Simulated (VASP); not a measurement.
A run of VASP 6.6.1 is set up as follows.

Contents of INCAR:

```
SYSTEM = Au
PREC = Accurate ; ENCUT = 500
EDIFF = 1E-6 ; ISMEAR = -1
SIGMA = 0.025 ; LREAL = .False.
LASPH = .True. ; NELM = 200
ALGO = Normal ; ISIF = 2
LWAVE = .False. ; LCHARG = .False.
ISPIN = 2 ; MAGMOM = -0.11
LORBIT = 11 ; LMAXMIX = 4
GGA = RP ; IVDW = 13
NBANDS = 16 ; GGA_COMPAT = .False.
```

Contents of KPOINTS:

```
Automatic mesh
0
Gamma
  11 11 11
  0 0 0
```

Contents of POSCAR:

```
Au
1.0
    0.0000000000      1.9934577312      1.9934577312
    1.9934577312      0.0000000000      1.9934577312
    1.9934577312      1.9934577312      0.0000000000
Au
1
Direct
    0.0000000000      0.0000000000      0.0000000000
```

Potentials or basis: VASP PAW PBE potentials, release 64 (Au).

Command:

```bash
$ cat potpaw_PBE.64/Au/POTCAR > POTCAR
$ mpirun -np 1 vasp_std > vasp.out
```

(1) Predict the net moment.

(2) What does it give for the dispersion energy per atom?

(3) What does it give for the pressure?

Results:

(1) 0.00 μB per cell.

(2) -1.395 eV.

(3) 16.4 GPa.

Caveat: the PAW data sets were made with another functional, which shifts forces and pressure a little; pairwise dispersion overbinds metals, which lowers pressure and volume.
